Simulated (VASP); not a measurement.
# OsBr3: single point with PBE+U

OsBr3:

```
CELL_PARAMETERS angstrom
5.24601 0.00000 0.00000
0.00000 5.24601 0.00000
0.00000 0.00000 5.24601
ATOMIC_POSITIONS crystal
Os 0.00000 0.00000 0.00000
Br 0.50000 0.00000 0.00000
Br 0.00000 0.00000 0.50000
Br 0.00000 0.50000 0.00000
```

* Program: VASP 6.6.1
* Task: single point
* Functional: PBE
* Potentials or basis: VASP PAW PBE potentials, release 64 (Os, Br)
* Cutoff: 520 eV
* k mesh: 6 × 6 × 6
* Occupations: gaussian, width 0.05 eV
* Spin: collinear spin
* Starting moments: [2.65, 0.17, 0.17, 0.17] μB
* Hubbard terms: Os d U = 2.0 eV
* Dipole correction: no
* Further INCAR settings: ALGO = Normal; EDIFF = 1e-06; NBANDS = 26

| Quantity | Value |
| --- | --- |
| Pressure | -1.4 GPa |
| Net moment | 3.51 μB per cell |
| Site moments | Os +3.09; Br +0.14 μB |
| Valence electrons inside the program's atomic spheres | Os 6.72; Br 4.83 |

Levels at points of the mesh, in eV from the Fermi level:
Spin up:
| k point | band 14 | band 15 | band 16 | band 17 | band 18 | band 19 |
| --- | --- | --- | --- | --- | --- | --- |
| (0.00, 0.00, 0.00) | -1.90 | -1.71 | -1.71 | -1.71 | 0.26 | 4.69 |
| (0.50, 0.00, 0.00) | -1.78 | -1.37 | -1.14 | -1.14 | 4.86 | 6.43 |
| (0.50, 0.50, 0.00) | -1.13 | -1.13 | -1.11 | 2.48 | 6.48 | 6.48 |
| (0.50, 0.50, 0.50) | -1.10 | -1.10 | 2.49 | 2.49 | 5.43 | 5.43 |
Spin down:
```
           k point  band 8  band 9  band 10  band 11  band 12  band 13  band 14  band 15  band 16  band 17
(0.00, 0.00, 0.00)   -1.69   -1.69    -1.54    -1.54    -1.54    -0.78    -0.78    -0.78     0.18     0.18
(0.50, 0.00, 0.00)   -2.80   -2.51    -1.85    -1.59    -1.59    -0.77     0.19     0.62     0.62     0.69
(0.50, 0.50, 0.00)   -2.78   -2.78    -2.18    -2.18    -0.88     0.38     0.62     0.62     0.91     4.31
(0.50, 0.50, 0.50)   -3.80   -3.80    -0.87    -0.87    -0.87     0.92     0.92     0.92     4.31     4.31
```

Eigenvalues of the final occupation matrices:
```tsv
site	spin	trace	eigenvalues
site 1 d	1	4.47	0.80 0.80 0.96 0.96 0.96
site 1 d	2	1.49	0.23 0.23 0.34 0.34 0.34
```

It took 58 s on 1 thread of Intel(R) Xeon(R) 6975P-C (Granite Rapids), with other jobs on the host, peak memory 0.34 GiB.

Caveat: spin-orbit coupling is left out, which moves the levels of the heavy elements.
